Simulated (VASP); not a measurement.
# CdSeS4 (P4/mmm) in VASP: relaxation of cell and atoms with PBE

Aim: the relaxation of cell and atoms of CdSeS4 with PBE.

Program: VASP 6.6.1. These are calculated values, not measurements. Logs are shortened: lines on timing, memory, paths and dates and some standing lists are left out, and cuts for length are marked.

**1. The cell of the first run**

Symmetry: P4/mmm, No. 123, tetragonal system. Conventional cell: a = 4.724 Å, b = 4.724 Å, c = 9.941 Å, α = 90.00°, β = 90.00°, γ = 90.00°. Within 3.1 Å of Cd (site symmetry 4/mmm) lie 4 S at 2.36 Å. Within 4.8 Å of Se (site symmetry 4/mmm) lie 8 S at 3.47 Å and 4 Se at 4.72 Å. Within 3.1 Å of S (site symmetry mmm) lie 2 Cd at 2.36 Å. Within 2.5 Å of S (site symmetry 4mm) lie 1 S at 1.92 Å.

The cell was generated, and may not be a known phase.

**2. Relaxation of cell and atoms, PBE**

File INCAR:

```
PREC = Accurate ; ENCUT = 600
EDIFF = 1E-7 ; ISMEAR = 0
SIGMA = 0.1 ; LREAL = F
LASPH = T ; NELM = 60
ALGO = Normal ; ISIF = 3
LWAVE = F ; LCHARG = F
GGA = PE ; IBRION = 2
NSW = 100 ; EDIFFG = -0.01
```

File KPOINTS:

```
Automatic mesh
0
Gamma
  8 8 4
```

File POSCAR:

```
CdSeS4
1.0
    4.7240416387      0.0000000000      0.0000000000
    0.0000000000      4.7240416387      0.0000000000
    0.0000000000      0.0000000000      9.9412172641
Cd Se S
1 1 4
Direct
    0.0000000000      0.0000000000      0.0000000000
    0.5000000000      0.5000000000      0.5000000000
    0.5000000000      0.0000000000      0.0000000000
    0.0000000000      0.5000000000      0.0000000000
    0.0000000000      0.0000000000      0.4036568187
    0.0000000000      0.0000000000      0.5963431813
```

Potentials or basis: VASP PAW PBE potentials, release 64 (Cd, Se, S).

Run with:

```bash
cat potpaw_PBE.64/Cd/POTCAR potpaw_PBE.64/Se/POTCAR potpaw_PBE.64/S/POTCAR > POTCAR
mpirun -np 1 vasp_std > vasp.out
```

OUTCAR:

```text
PREC = Accurate
   ENCUT = 600
   EDIFF = 1E-7
   ISMEAR = 0
   LREAL = F
   LASPH = T
   NELM = 60
   ISIF = 3
   GGA = PE
   IBRION = 2
   NSW = 100
   EDIFFG = -0.01

 ion  position               nearest neighbor table
   1  0.000  0.000  0.000-   3 2.36   4 2.36   4 2.36   3 2.36
   2  0.500  0.500  0.500-
   3  0.500  0.000  0.000-   1 2.36   1 2.36
   4  0.000  0.500  0.000-   1 2.36   1 2.36
   5  0.000  0.000  0.404-   6 1.92
   6  0.000  0.000  0.596-   5 1.92

  LATTYP: Found a simple tetragonal cell.
 ALAT       =     4.7240416387
 C/A-ratio  =     2.1043881541

  Lattice vectors:

 A1 = (   4.7240416387,   0.0000000000,   0.0000000000)
 A2 = (   0.0000000000,   4.7240416387,   0.0000000000)
 A3 = (   0.0000000000,   0.0000000000,   9.9412172641)

Analysis of symmetry for initial positions (statically):
=====================================================================
 Subroutine PRICEL returns:
 Original cell was already a primitive cell.

 Routine SETGRP: Setting up the symmetry group for a
 simple tetragonal supercell.

 Subroutine GETGRP returns: Found 16 space group operations
 (whereof 16 operations were pure point group operations)
 out of a pool of 16 trial point group operations.

The static configuration has the point symmetry D_4h.

Analysis of symmetry for dynamics (positions and initial velocities):
=====================================================================
 Subroutine PRICEL returns:
 Original cell was already a primitive cell.

 Routine SETGRP: Setting up the symmetry group for a
 simple tetragonal supercell.

 Subroutine GETGRP returns: Found 16 space group operations
 (whereof 16 operations were pure point group operations)
 out of a pool of 16 trial point group operations.

The dynamic configuration has the point symmetry D_4h.

 Subroutine INISYM returns: Found 16 space group operations
 (whereof 16 operations are pure point group operations),
 and found     1 'primitive' translations

----------------------------------------------------------------------------------------

                                     Primitive cell

  volume of cell :     221.8539

  direct lattice vectors                    reciprocal lattice vectors
     4.724041639  0.000000000  0.000000000     0.211683147  0.000000000  0.000000000
     0.000000000  4.724041639  0.000000000     0.000000000  0.211683147  0.000000000
     0.000000000  0.000000000  9.941217264     0.000000000  0.000000000  0.100591303

  length of vectors
     4.724041639  4.724041639  9.941217264     0.211683147  0.211683147  0.100591303

  position of ions in fractional coordinates (direct lattice)
     0.000000000  0.000000000  0.000000000
     0.500000000  0.500000000  0.500000000
     0.500000000  0.000000000  0.000000000
     0.000000000  0.500000000  0.000000000
     0.000000000  0.000000000  0.403656819
     0.000000000  0.000000000  0.596343181

  ion indices of the primitive-cell ions
   primitive index   ion index
                 1           1
                 2           2
                 3           3
                 4           4
                 5           5
                 6           6

----------------------------------------------------------------------------------------

 KPOINTS: Automatic mesh

Automatic generation of k-mesh.
 Grid dimensions read from file:
 generate k-points for:    8    8    4

 Generating k-lattice:

  Cartesian coordinates                     Fractional coordinates (reciprocal lattice)
     0.026460393  0.000000000  0.000000000     0.125000000  0.000000000  0.000000000
     0.000000000  0.026460393  0.000000000     0.000000000  0.125000000  0.000000000
     0.000000000  0.000000000  0.025147826     0.000000000  0.000000000  0.250000000

  Length of vectors
     0.026460393  0.026460393  0.025147826

  Shift w.r.t. Gamma in fractional coordinates (k-lattice)
     0.000000000  0.000000000  0.000000000

 Subroutine IBZKPT returns following result:
 ===========================================

 Found     45 irreducible k-points:

 Following reciprocal coordinates:
            Coordinates               Weight
  0.000000  0.000000  0.000000      1.000000
  0.125000  0.000000  0.000000      4.000000
  0.250000  0.000000  0.000000      4.000000
  0.375000  0.000000  0.000000      4.000000
  0.500000  0.000000  0.000000      2.000000
  0.125000  0.125000  0.000000      4.000000
[... 16 lines left out ...]
  0.375000  0.125000  0.250000     16.000000
  0.500000  0.125000  0.250000      8.000000
 [... further k-points ...]
   k-points           NKPTS =     45   k-points in BZ     NKDIM =     45   number of bands    NBANDS=     25
   number of dos      NEDOS =    301   number of ions     NIONS =      6
   total plane-waves  NPLWV = 128000
   dimension x,y,z NGX =    40 NGY =   40 NGZ =   80
   dimension x,y,z NGXF=    80 NGYF=   80 NGZF=  160
   ions per type =               1   1   4
   NGX,Y,Z   is equivalent  to a cutoff of  14.08, 14.08, 13.38 a.u.
   NGXF,Y,Z  is equivalent  to a cutoff of  28.15, 28.15, 26.76 a.u.
 SYSTEM =  unknown system
   PREC   = accura    normal or accurate (medium, high low for compatibility)
   ISTART =      0    job   : 0-new  1-cont  2-samecut
   ICHARG =      2    charge: 1-file 2-atom 10-const
   ISPIN  =      1    spin polarized calculation?
   LNONCOLLINEAR =      F non collinear calculations
   LSORBIT =      F    spin-orbit coupling
   LASPH  =      T    aspherical Exc in radial PAW
   ENCUT  =  600.0 eV  44.10 Ry    6.64 a.u.   9.44  9.44 19.86*2*pi/ulx,y,z
   NELM   =     60;   NELMIN=  2; NELMDL= -5     # of ELM steps
   EDIFF  = 0.1E-06   stopping-criterion for ELM
   LREAL  =      F    real-space projection
   EDIFFG = -.1E-01   stopping-criterion for IOM
   NSW    =    100    number of steps for IOM
   IBRION =      2    ionic relax: 0-MD 1-quasi-New 2-CG
   NFREE  =      1    steps in history (QN), initial steepest desc. (CG)
   ISIF   =      3    stress and relaxation
   ISYM   =      2    0-nonsym 1-usesym 2-fastsym
   POTIM  = 0.5000    time-step for ionic-motion
   TEBEG  =    0.0;   TEEND  =   0.0 temperature during run
   PSTRESS=    0.0 pullay stress
   NELECT =      42.0000    total number of electrons
   NUPDOWN=      -1.0000    fix difference up-down
   EMIN   =  10.00;   EMAX   =-10.00  energy-range for DOS
   EFERMI =   0.00;   METHOD = LEGACY
   ISMEAR =     0;   SIGMA  =   0.10  broadening in eV -4-tet -1-fermi 0-gaus
   EFERMI_NEDOS =   21; number of points for ismear=-14 and -15
   IALGO  =     38    algorithm
   IMIX   =      4    mixing-type and parameters
     AMIX     =   0.40;   BMIX     =  1.00
     AMIX_MAG =   1.60;   BMIX_MAG =  1.00
  volume/ion in A,a.u.               =      36.98       249.52
  Fermi-wavevector in a.u.,A,eV,Ry     =   0.940017  1.776374 12.022536  0.883631
  Thomas-Fermi vector in A             =   2.067387
   LORBIT       =      0    0 simple, 1 ext, 2 COOP (PROOUT), +10 PAW based schemes
   GGA     = PE    functional components
   LHFCALC =     F    Hartree Fock is set to
   AEXX    =    0.0000 exact exchange contribution
   IVDW    =     0    specifies the selected vdW correction
   LEPSILON=     F    determine dielectric tensor
   LRPA    =     F    only Hartree local field effects (RPA)
 conjugate gradient relaxation of ions
 non-spin polarized calculation
 Gauss-broadening in eV      SIGMA  =   0.10
  energy-cutoff  :      600.00
  volume of cell :      221.85
 maximum number of plane-waves:      7442
 NGX is ok and might be reduce to    40
   NGX = 19   NGY = 19   NGZ = 39

--------------------------------------- Ionic step        1  -------------------------------------------

 number of electron      42.0000001 magnetization

 Free energy of the ion-electron system (eV)
  ---------------------------------------------------
  ext. energy  EPLUGINS =         0.00000000
  ---------------------------------------------------
  free energy    TOTEN  =       -15.08817986 eV

  energy without entropy =      -15.02068048  energy(sigma->0) =      -15.05443017

------------------------ aborting loop because EDIFF is reached ----------------------------------------

  FORCE on cell =-STRESS in cart. coord.  units (eV):
  Direction    XX          YY          ZZ          XY          YZ          ZX
  --------------------------------------------------------------------------------------
  -------------------------------------------------------------------------------------
  Total        0.8299135      0.8299135      0.0431378      0.0000000      0.0000000      0.0000000
  in kB        5.9934437      5.9934437      0.3115309      0.0000000      0.0000000      0.0000000
  external PRESSURE =       4.0994728 kB  Pullay stress =       0.0000000 kB
[... 101 lines left out ...]
  FREE ENERGIE OF THE ION-ELECTRON SYSTEM (eV)
  ---------------------------------------------------
  free  energy   TOTEN  =       -15.0946148986 eV

  energy  without entropy=      -15.0233816157  energy(sigma->0) =      -15.05899826

[... ionic steps 4 to 23 ...]

--------------------------------------- Ionic step       24  -------------------------------------------

 number of electron      41.9999987 magnetization

------------------------ aborting loop because EDIFF is reached ----------------------------------------

  FORCE on cell =-STRESS in cart. coord.  units (eV):
  Direction    XX          YY          ZZ          XY          YZ          ZX
  --------------------------------------------------------------------------------------
  -------------------------------------------------------------------------------------
  Total       -0.0208214     -0.0208214      0.0314354      0.0000000      0.0000000     -0.0000000
  in kB       -0.1357377     -0.1357377      0.2049317      0.0000000      0.0000000     -0.0000000
  external PRESSURE =      -0.0221812 kB  Pullay stress =       0.0000000 kB
[... 65 lines left out ...]
  energy  without entropy=      -15.0306478396  energy(sigma->0) =      -15.06547474

--------------------------------------- Ionic step       26  -------------------------------------------

 number of electron      41.9999987 magnetization

 Free energy of the ion-electron system (eV)
  ---------------------------------------------------
  ext. energy  EPLUGINS =         0.00000000
  ---------------------------------------------------
  free energy    TOTEN  =       -15.10030690 eV

  energy without entropy =      -15.03069264  energy(sigma->0) =      -15.06549977

 E-fermi :  -1.2215     XC(G=0):  -6.6114

 val. band max:       -1.2278961789   @ k =   0.1250   0.1250   0.2500
 cond. band min:      -1.2199248805   @ k =   0.5000   0.3750   0.2500
 fundamental gap:      0.0079712984
 Fermi energy:        -1.2215152811

 k-point     1 :       0.0000    0.0000    0.0000
  band No.  band energies     occupation
      1     -16.8165      2.00000
      2     -13.7630      2.00000
      3     -13.0190      2.00000
      4     -12.5160      2.00000
      5     -11.3691      2.00000
      6      -9.3358      2.00000
[... 661 lines left out ...]
     24      -0.6018      0.00000
     25       2.7623      0.00000

 [... further k-points ...]

------------------------ aborting loop because EDIFF is reached ----------------------------------------

  FORCE on cell =-STRESS in cart. coord.  units (eV):
  Direction    XX          YY          ZZ          XY          YZ          ZX
  --------------------------------------------------------------------------------------
  -------------------------------------------------------------------------------------
  Total       -0.0147578     -0.0147578      0.0133283      0.0000000      0.0000000     -0.0000000
  in kB       -0.0963417     -0.0963417      0.0870100      0.0000000      0.0000000     -0.0000000
  external PRESSURE =      -0.0352245 kB  Pullay stress =       0.0000000 kB
[... 21 lines left out ...]
  FREE ENERGIE OF THE ION-ELECTRON SYSTEM (eV)
  ---------------------------------------------------
  free  energy   TOTEN  =       -15.1003068965 eV

  energy  without entropy=      -15.0306926381  energy(sigma->0) =      -15.06549977

 reached required accuracy - stopping structural energy minimisation
```

Run time: 40 min. Hardware: 1 thread of Intel Xeon 6975P-C (Granite Rapids), shared host; peak memory 0.6 GiB.

What came out:

| Property | Result |
| --- | --- |
| Free energy | -15.1003 eV |
| Relaxed volume | 40.90 Å³/atom |
| Relaxed cell | a = 4.759 Å, b = 4.759 Å, c = 10.837 Å, α = 90.00°, β = 90.00°, γ = 90.00° |
| Space group after relaxing (to 0.1 Å) | P4/mmm (No. 123) |
| Energy gained by relaxing | 2.0 meV/atom |
| Ionic steps | 26 |
| Pressure after relaxing | 0.0 GPa |
| Largest force after relaxing | 0.008 eV/Å |
| Band gap on the k mesh | zero (bands 21 and 22 overlap by 0.75 eV) |

Forces in eV/Å, atoms in the order of the input:
```
Cd   0.000  0.000  0.000
Se   0.000  0.000  0.000
S    0.000  0.000  0.000
S    0.000  0.000  0.000
S    0.000  0.000 -0.008
S    0.000  0.000  0.008
```

Step by step:
```csv
step,energy change (eV),largest force (eV/Å),pressure (GPa),volume (Å³)
1,0.0000,0.0617,0.41,221.85
2,-0.0063,0.0089,0.08,224.90
3,-0.0064,0.0001,0.03,225.36
4,-0.0066,0.0517,0.00,225.67
5,-0.0066,0.0821,-0.02,225.86
6,-0.0066,0.0822,-0.02,225.92
7,-0.0067,0.0830,-0.02,226.12
8,-0.0070,0.0842,-0.02,226.51
9,-0.0074,0.0855,-0.03,227.30
10,-0.0083,0.0867,-0.03,228.87
11,-0.0097,0.0816,-0.03,232.01
12,-0.0115,0.0377,-0.02,238.29
13,-0.0111,0.1830,0.09,250.83
14,-0.0113,0.1431,0.08,251.56
15,-0.0115,0.0329,0.01,253.66
16,-0.0115,0.0579,0.03,253.19
17,-0.0115,0.0695,0.03,252.97
18,-0.0115,0.0648,0.03,253.05
19,-0.0115,0.0595,0.03,252.85
20,-0.0116,0.0431,0.02,252.25
21,-0.0118,0.0120,0.00,251.05
22,-0.0120,0.0446,-0.04,248.65
23,-0.0121,0.0276,-0.03,247.83
24,-0.0121,0.0179,0.00,245.77
25,-0.0121,0.0155,0.00,245.88
26,-0.0121,0.0083,0.00,245.42
```

Final structure:
```yaml
crystal:
  lattice:
    - [4.75885, 0.00000, 0.00000]
    - [0.00000, 4.75885, 0.00000]
    - [0.00000, 0.00000, 10.83709]
  atoms:
    - { symbol: Cd, position: [0.00000, 0.00000, 0.00000] }
    - { symbol: Se, position: [0.50000, 0.50000, 0.50000] }
    - { symbol: S, position: [0.50000, 0.00000, 0.00000] }
    - { symbol: S, position: [0.00000, 0.50000, 0.00000] }
    - { symbol: S, position: [0.00000, 0.00000, 0.41189] }
    - { symbol: S, position: [0.00000, 0.00000, 0.58811] }
```

Levels at points of the mesh, in eV from the Fermi level:
```
           k point  band 18  band 19  band 20  band 21  band 22  band 23  band 24  band 25
(0.00, 0.00, 0.00)    -0.04     0.03     0.03     0.08     0.08     0.20     0.20     1.80
(0.50, 0.00, 0.00)    -1.00    -0.92    -0.53    -0.48    -0.41     0.09     0.72     3.96
(0.50, 0.50, 0.00)    -0.43    -0.20    -0.20     0.32     0.32     1.08     1.82     3.33
(0.00, 0.00, 0.50)    -0.04     0.03     0.03     0.08     0.08     0.20     0.20     1.75
(0.50, 0.00, 0.50)    -0.99    -0.92    -0.53    -0.48    -0.43     0.09     0.72     4.05
(0.50, 0.50, 0.50)    -0.35    -0.29    -0.29     0.32     0.32     1.08     1.82     3.76
```

Caveat: semilocal functionals underestimate gaps, and a narrow one can read as zero.
